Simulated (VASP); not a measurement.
# Au (Cmcm) in VASP: notebook

Aim: see how the results for Au move with the level of theory and the settings. Levels: PBE0, PBEsol. Tasks: single point, relaxation of cell and atoms.

Everything below comes from runs of VASP 6.6.1. Logs are shortened: lines on timing, memory, paths and dates and some standing lists are left out, and cuts for length are marked.

## Step 1: The cell of the first run

The structure is orthorhombic, space group Cmcm (No. 63). Conventional cell: a = 2.841 Å, b = 5.146 Å, c = 4.926 Å, α = 90.00°, β = 90.00°, γ = 90.00°. Au (site symmetry m2m) has 12 Au at 2.84 to 2.99 Å within 3.7 Å.

## Step 2: Single point, PBE0

POSCAR reads:

```
Au
1.0
    1.4206566610     -2.5728602271      0.0000000000
    1.4206566610      2.5728602271      0.0000000000
    0.0000000000      0.0000000000      4.9255756512
Au
2
Direct
    0.3346720300      0.6653279700      0.2500000000
    0.6653279700      0.3346720300      0.7500000000
```

INCAR.step1 reads:

```
SYSTEM = Au
  PREC = Accurate
  ENCUT = 520
  EDIFF = 1E-5
  ISMEAR = -1
  SIGMA = 0.05
  LREAL = .False.
  LASPH = .True.
  NELM = 100
  ALGO = Normal
  ISIF = 2
  LWAVE = .True.
  GGA = PE
  NBANDS = 18
```

INCAR.step2 reads:

```
SYSTEM = Au
  PREC = Accurate
  ENCUT = 520
  EDIFF = 1E-7
  ISMEAR = -1
  SIGMA = 0.05
  LREAL = .False.
  LASPH = .True.
  NELM = 100
  ALGO = Normal
  ISIF = 2
  LWAVE = .False.
  LCHARG = .True.
  GGA = PE
  LHFCALC = .True.
  AEXX = 0.25
  PRECFOCK = Normal
  LELF = .True.
  LVHAR = .True.
  ISTART = 1
  NBANDS = 18
```

KPOINTS reads:

```
regular mesh
0
Gamma
  6 6 4
  0 0 0
```

Potentials or basis: VASP PAW PBE potentials, release 64 (Au).

Started as:

```sh
$ cat potpaw_PBE.64/Au/POTCAR > POTCAR
$ cp INCAR.step1 INCAR
$ mpirun -np 1 vasp_std > vasp.out
$ cp INCAR.step2 INCAR
$ mpirun -np 1 vasp_std > vasp.out
```

OUTCAR:

```text
SYSTEM = Au
   PREC = Accurate
   ENCUT = 520
   EDIFF = 1E-7
   ISMEAR = -1
   LREAL = .False.
   LASPH = .True.
   NELM = 100
   ISIF = 2
   GGA = PE
   LHFCALC = .True.
   AEXX = 0.25
   PRECFOCK = Normal
   ISTART = 1

 ion  position               nearest neighbor table
   1  0.335  0.665  0.250-   2 2.97   2 2.97   2 2.97   2 2.97   2 2.99   2 2.99
   2  0.665  0.335  0.750-   1 2.97   1 2.97   1 2.97   1 2.97   1 2.99   1 2.99

  LATTYP: Found a base centered orthorhombic cell.
 ALAT       =     2.8413133220
 B/A-ratio  =     1.8110359088
 C/A-ratio  =     1.7335559627

  Lattice vectors:

 A1 = (   1.4206566610,  -2.5728602271,   0.0000000000)
 A2 = (   1.4206566610,   2.5728602271,   0.0000000000)
 A3 = (   0.0000000000,   0.0000000000,   4.9255756512)

Analysis of symmetry for initial positions (statically):
=====================================================================
 Subroutine PRICEL returns:
 Original cell was already a primitive cell.

 Routine SETGRP: Setting up the symmetry group for a
 base centered orthorhombic supercell.

 Subroutine GETGRP returns: Found  8 space group operations
 (whereof  4 operations were pure point group operations)
 out of a pool of  8 trial point group operations.

The static configuration has the point symmetry C_2h.
 The point group associated with its full space group is D_2h.

Analysis of symmetry for dynamics (positions and initial velocities):
=====================================================================
 Subroutine PRICEL returns:
 Original cell was already a primitive cell.

 Routine SETGRP: Setting up the symmetry group for a
 base centered orthorhombic supercell.

 Subroutine GETGRP returns: Found  8 space group operations
 (whereof  4 operations were pure point group operations)
 out of a pool of  8 trial point group operations.

The dynamic configuration has the point symmetry C_2h.
 The point group associated with its full space group is D_2h.

 Subroutine INISYM returns: Found  8 space group operations
 (whereof  4 operations are pure point group operations),
 and found     1 'primitive' translations

----------------------------------------------------------------------------------------

                                     Primitive cell

  volume of cell :      36.0074

  direct lattice vectors                    reciprocal lattice vectors
     1.420656661 -2.572860227  0.000000000     0.351949921 -0.194336247  0.000000000
     1.420656661  2.572860227  0.000000000     0.351949921  0.194336247  0.000000000
     0.000000000  0.000000000  4.925575651     0.000000000  0.000000000  0.203021955

  length of vectors
     2.939026216  2.939026216  4.925575651     0.402038958  0.402038958  0.203021955

  position of ions in fractional coordinates (direct lattice)
     0.334672030  0.665327970  0.250000000
     0.665327970  0.334672030  0.750000000

  ion indices of the primitive-cell ions
   primitive index   ion index
                 1           1
                 2           2

----------------------------------------------------------------------------------------

 KPOINTS: regular mesh

Automatic generation of k-mesh.
 Grid dimensions read from file:
 generate k-points for:    6    6    4

 Generating k-lattice:

  Cartesian coordinates                     Fractional coordinates (reciprocal lattice)
     0.058658320 -0.032389374  0.000000000     0.166666667  0.000000000  0.000000000
     0.058658320  0.032389374  0.000000000     0.000000000  0.166666667  0.000000000
     0.000000000  0.000000000  0.050755489     0.000000000  0.000000000  0.250000000

  Length of vectors
     0.067006493  0.067006493  0.050755489

  Shift w.r.t. Gamma in fractional coordinates (k-lattice)
     0.000000000  0.000000000  0.000000000

 Subroutine IBZKPT returns following result:
 ===========================================

 Found     39 irreducible k-points:

 Following reciprocal coordinates:
            Coordinates               Weight
  0.000000  0.000000  0.000000      1.000000
  0.166667  0.000000  0.000000      4.000000
  0.333333 -0.000000  0.000000      4.000000
  0.500000 -0.000000  0.000000      2.000000
  0.166667  0.166667  0.000000      2.000000
  0.333333  0.166667  0.000000      4.000000
[... 16 lines left out ...]
  0.333333  0.333333  0.250000      4.000000
  0.500000  0.333333  0.250000      8.000000
 [... further k-points ...]
   k-points           NKPTS =     39   k-points in BZ     NKDIM =    144   number of bands    NBANDS=     18
   number of dos      NEDOS =    301   number of ions     NIONS =      2
   total plane-waves  NPLWV =  23040
   dimension x,y,z NGX =    24 NGY =   24 NGZ =   40
   dimension x,y,z NGXF=    48 NGYF=   48 NGZF=   80
   ions per type =               2
   NGX,Y,Z   is equivalent  to a cutoff of  13.58, 13.58, 13.50 a.u.
   NGXF,Y,Z  is equivalent  to a cutoff of  27.15, 27.15, 27.00 a.u.
 SYSTEM =  Au
   PREC   = accura    normal or accurate (medium, high low for compatibility)
   ISTART =      1    job   : 0-new  1-cont  2-samecut
   ICHARG =      0    charge: 1-file 2-atom 10-const
   ISPIN  =      1    spin polarized calculation?
   LNONCOLLINEAR =      F non collinear calculations
   LSORBIT =      F    spin-orbit coupling
   LASPH  =      T    aspherical Exc in radial PAW
   ENCUT  =  520.0 eV  38.22 Ry    6.18 a.u.   5.46  5.46  9.16*2*pi/ulx,y,z
   NELM   =    100;   NELMIN=  2; NELMDL=  0     # of ELM steps
   EDIFF  = 0.1E-06   stopping-criterion for ELM
   LREAL  =      F    real-space projection
   EDIFFG = 0.1E-05   stopping-criterion for IOM
   NSW    =      0    number of steps for IOM
   IBRION =     -1    ionic relax: 0-MD 1-quasi-New 2-CG
   NFREE  =      0    steps in history (QN), initial steepest desc. (CG)
   ISIF   =      2    stress and relaxation
   ISYM   =      3    0-nonsym 1-usesym 2-fastsym
   POTIM  = 0.5000    time-step for ionic-motion
   TEBEG  =    0.0;   TEEND  =   0.0 temperature during run
   PSTRESS=    0.0 pullay stress
   NELECT =      22.0000    total number of electrons
   NUPDOWN=      -1.0000    fix difference up-down
   EMIN   =  10.00;   EMAX   =-10.00  energy-range for DOS
   EFERMI =   0.00;   METHOD = LEGACY
   ISMEAR =    -1;   SIGMA  =   0.05  broadening in eV -4-tet -1-fermi 0-gaus
   EFERMI_NEDOS =   21; number of points for ismear=-14 and -15
   IALGO  =     38    algorithm
   IMIX   =      1    mixing-type and parameters
     AMIX     =   0.40;   BMIX     =  1.00
     AMIX_MAG =   1.60;   BMIX_MAG =  1.00
  volume/ion in A,a.u.               =      18.00       121.50
  Fermi-wavevector in a.u.,A,eV,Ry     =   1.389158  2.625128 26.255975  1.929760
  Thomas-Fermi vector in A             =   2.513215
   LORBIT       =      0    0 simple, 1 ext, 2 COOP (PROOUT), +10 PAW based schemes
   GGA     = PE    functional components
   LHFCALC =     T    Hartree Fock is set to
   PRECFOCK=normal    Normal, Fast or Accurate (Low or Medium for compatibility)
   ENCUT4O =  -1.0   cutoff for four orbital integrals eV
   NKREDX  =     1    reduce k-point grid by
   NKREDY  =     1    reduce k-point grid by
   NKREDZ  =     1    reduce k-point grid by
   AEXX    =    0.2500 exact exchange contribution
   HFSCREEN=    0.0000 screening length (either q_TF or 0.3 A-1)
   HFSCREENC=   0.0000 screening length for correlation (either q_TF or 0.3 A-1)
   ENCUTFOCK=  -1.0 apply spherical cutoff to Coloumb kernel
   IVDW    =     0    specifies the selected vdW correction
   LEPSILON=     F    determine dielectric tensor
   LRPA    =     F    only Hartree local field effects (RPA)
 non-spin polarized calculation
  energy-cutoff  :      520.00
  volume of cell :       36.01
 maximum number of plane-waves:       998
 NGX is ok and might be reduce to    24
  NGX = 18; NGY = 18; NGZ = 28

 number of electron      21.9999999 magnetization

 Free energy of the ion-electron system (eV)
  ---------------------------------------------------
  ext. energy  EPLUGINS =         0.00000000
  ---------------------------------------------------
  free energy    TOTEN  =        -7.15566290 eV

  energy without entropy =       -7.15404485  energy(sigma->0) =       -7.15485387

 E-fermi :   8.4676     XC(G=0):  -9.7047

 val. band max:        8.4122876867   @ k =   0.5000  -0.0000   0.2500
 cond. band min:       8.8670829885   @ k =   0.3333   0.1667   0.2500
 fundamental gap:      0.4547953019
 Fermi energy:         8.4675544902

 k-point     1 :       0.0000    0.0000    0.0000
  band No.  band energies     occupation
      1      -2.3429      2.00000
      2      -0.1123      2.00000
      3       2.1573      2.00000
      4       2.2430      2.00000
      5       2.5788      2.00000
      6       2.8150      2.00000
[... 10 lines left out ...]
     17      27.7646      0.00000
     18      28.7099      0.00000

 k-point     2 :       0.1667    0.0000    0.0000
  band No.  band energies     occupation
      1      -1.4021      2.00000
      2       0.5542      2.00000
      3       2.0317      2.00000
      4       2.5833      2.00000
      5       2.7495      2.00000
      6       2.8437      2.00000
[... 10 lines left out ...]
     17      26.1784      0.00000
     18      27.0911      0.00000

 k-point     3 :       0.3333   -0.0000    0.0000
  band No.  band energies     occupation
      1       0.2644      2.00000
      2       0.6698      2.00000
      3       1.3073      2.00000
      4       2.5927      2.00000
      5       2.6536      2.00000
      6       2.8462      2.00000
[... 10 lines left out ...]
     17      23.2715      0.00000
     18      25.4928      0.00000

 k-point     4 :       0.5000   -0.0000    0.0000
  band No.  band energies     occupation
      1       0.3209      2.00000
      2       0.5047      2.00000
      3       0.7817      2.00000
      4       2.4145      2.00000
      5       2.7789      2.00000
      6       3.1147      2.00000
[... 375 lines left out ...]
      4       2.0152      2.00000
      5       2.2218      2.00000
      6       3.0322      2.00000
[... 10 lines left out ...]
     17      26.2480      0.00000
     18      26.8612      0.00000

 k-point    23 :       0.3333    0.3333    0.2500
  band No.  band energies     occupation
      1       1.2396      2.00000
      2       1.4027      2.00000
      3       1.4360      2.00000
      4       2.1051      2.00000
      5       2.5257      2.00000
      6       2.5463      2.00000
[... 10 lines left out ...]
     17      22.9981      0.00000
     18      23.1835      0.00000

 k-point    24 :       0.5000    0.3333    0.2500
  band No.  band energies     occupation
      1       0.6081      2.00000
      2       1.0588      2.00000
      3       1.4480      2.00000
      4       1.8196      2.00000
      5       2.3649      2.00000
      6       3.2410      2.00000
[... 10 lines left out ...]
     17      22.5503      0.00000
     18      23.3527      0.00000

 [... further k-points ...]
[... 5 lines left out ...]
  --------------------------------------------------------------------------------------
  -------------------------------------------------------------------------------------
  Total       -0.2490418      0.3787836     -1.7293444      0.0000000      0.0000000      0.0000000
  in kB      -11.0812938     16.8542501    -76.9484302      0.0000000      0.0000000      0.0000000
  external PRESSURE =     -23.7251580 kB  Pullay stress =       0.0000000 kB

 VOLUME and BASIS-vectors are now :
 -----------------------------------------------------------------------------
  energy-cutoff  :      520.00
  volume of cell :       36.01
      direct lattice vectors                 reciprocal lattice vectors
     1.420656661 -2.572860227  0.000000000     0.351949921 -0.194336247  0.000000000
     1.420656661  2.572860227  0.000000000     0.351949921  0.194336247  0.000000000
     0.000000000  0.000000000  4.925575651     0.000000000  0.000000000  0.203021955

 POSITION                                       TOTAL-FORCE (eV/Angst)
 -----------------------------------------------------------------------------------
      1.42066      0.85073      1.23139         0.000000     -0.008812      0.000000
      1.42066     -0.85073      3.69418         0.000000      0.008812     -0.000000
 -----------------------------------------------------------------------------------
    total drift:                               -0.000000     -0.000000     -0.000000

  FREE ENERGIE OF THE ION-ELECTRON SYSTEM (eV)
  ---------------------------------------------------
  free  energy   TOTEN  =        -7.1556628977 eV

  energy  without entropy=       -7.1540448521  energy(sigma->0) =       -7.15485387
```

Run time: 51 min. Hardware: 1 thread of Intel Xeon 6975P-C (Granite Rapids), shared host; peak memory 0.19 GiB.

What came out:

| Property | Result |
| --- | --- |
| Free energy | -7.1557 eV |
| Pressure | -2.4 GPa |
| Largest force | 0.009 eV/Å |
| Band gap on the k mesh | zero (bands 11 and 12 overlap by 8.93 eV) |

Forces on the atoms (eV/Å):
```
Au   0.000 -0.009  0.000
Au   0.000  0.009  0.000
```

Stress tensor (GPa, compression positive):
```
-1.11  0.00  0.00
 0.00  1.69  0.00
 0.00  0.00 -7.69
```

Levels at points of the mesh, in eV from the Fermi level:
| k point | band 7 | band 8 | band 9 | band 10 | band 11 | band 12 | band 13 | band 14 | band 15 | band 16 |
| --- | --- | --- | --- | --- | --- | --- | --- | --- | --- | --- |
| (0.00, 0.00, 0.00) | -5.40 | -5.03 | -4.88 | -3.61 | -3.57 | -1.47 | 3.03 | 15.76 | 16.79 | 18.01 |
| (0.50, 0.00, 0.00) | -4.71 | -3.44 | -3.18 | -3.01 | 0.51 | 2.15 | 6.77 | 8.13 | 8.52 | 11.10 |
| (0.50, 0.50, 0.00) | -4.83 | -3.37 | -3.32 | -3.12 | -0.46 | 1.57 | 6.35 | 7.77 | 7.99 | 12.01 |
| (0.00, 0.00, 0.50) | -5.72 | -5.72 | -4.14 | -4.14 | -4.02 | -4.02 | 11.30 | 11.30 | 16.13 | 16.13 |
| (0.50, 0.00, 0.50) | -3.72 | -3.72 | -3.03 | -3.03 | 0.98 | 0.98 | 4.87 | 4.87 | 14.29 | 14.29 |
| (0.50, 0.50, 0.50) | -3.70 | -3.70 | -3.18 | -3.18 | 0.54 | 0.54 | 4.23 | 4.23 | 13.86 | 13.86 |

Caveat: the k points lie up to 0.42 Å⁻¹ apart, too coarse for converged energies and pressures of a metal; the PAW data sets were made with another functional, which shifts forces and pressure a little; spin-orbit coupling is left out, which moves the levels of the heavy elements.

(Part 1 of 2 ends here.)

The gap in the log of VASP goes by the Fermi energy; the results here count the filled bands.